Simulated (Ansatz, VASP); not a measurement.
## Two plane-wave programs on HfC5

```
Hf C
1.0
     0.00000    2.99386    2.99386
     2.99386    0.00000    2.99386
     2.99386    2.99386    0.00000
Hf C
1 5
Cartesian
  0.0000 0.0000 0.0000
  4.4908 4.4908 4.4908
  3.5421 3.5421 2.4457
  3.5421 2.4457 3.5421
  2.4457 2.4457 2.4457
  2.4457 3.5421 3.5421
```

Change from the starting cell: species swapped into the ZrCu5 type (F-43m, No. 216).

Alike in both runs: functional PBE; k mesh 4 × 4 × 4; occupations gaussian, width 0.2 eV; no spin polarisation.

Ansatz relaxed the structure, and its values are those at the end. VASP's run is a single point on that final structure, the one shown.

|  | VASP | Ansatz |
| --- | --- | --- |
| version | VASP 6.6.1 | Ansatz 0.2.0 |
| potentials or method | VASP PAW PBE potentials, release 64 (Hf_pv, C), cutoff 600 eV | scalar-relativistic, plane waves, PAW |
| valence electrons in the cell | 30 | 46 |

|  | VASP | Ansatz | Ansatz less VASP |
| --- | --- | --- | --- |
| gap on the k mesh at the Fermi level (eV) | none | none | - |
| pressure (GPa) | -1.3 | -0.5 | +0.83 |
| rms of the force components (eV/Å) | 0.052 | 0.017 | -0.0346 |

A gap of «none» marks a metal or a gap that the smearing closes. VASP's potentials hold 30 valence electrons a cell and Ansatz's 46, so a difference there can come from the potentials and not from the codes.

The k mesh is coarse, so the values compare programs but aren't converged. Spin-orbit coupling is off throughout.
